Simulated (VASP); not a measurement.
A run of VASP 6.6.1 is set up as follows.

The input INCAR:

```
SYSTEM = TaC
PREC = Accurate
ENCUT = 600
EDIFF = 1E-6
ISMEAR = -1
SIGMA = 0.02
LREAL = .False.
LASPH = .True.
NELM = 120
ALGO = Normal
ISIF = 2
LWAVE = .False.
LCHARG = .False.
GGA = PE
NBANDS = 14
GGA_COMPAT = .False.
```

KPOINTS

```
regular mesh
0
Gamma
  16 16 16
  0 0 0
```

Contents of POSCAR:

```
TaC
1.0
    0.0000000000      2.1776199197      2.1776199197
    2.1776199197      0.0000000000      2.1776199197
    2.1776199197      2.1776199197      0.0000000000
Ta C
1 1
Direct
    0.0000000000      0.0000000000      0.0000000000
    0.5000000000      0.5000000000      0.5000000000
```

Potentials or basis: VASP PAW PBE potentials, release 64 (Ta_pv, C).

Command:

```bash
$ cat potpaw_PBE.64/Ta_pv/POTCAR potpaw_PBE.64/C/POTCAR > POTCAR
$ mpirun -np 1 vasp_std > vasp.out
```

Question: Estimate the pressure.

Answer: 32.3 GPa.
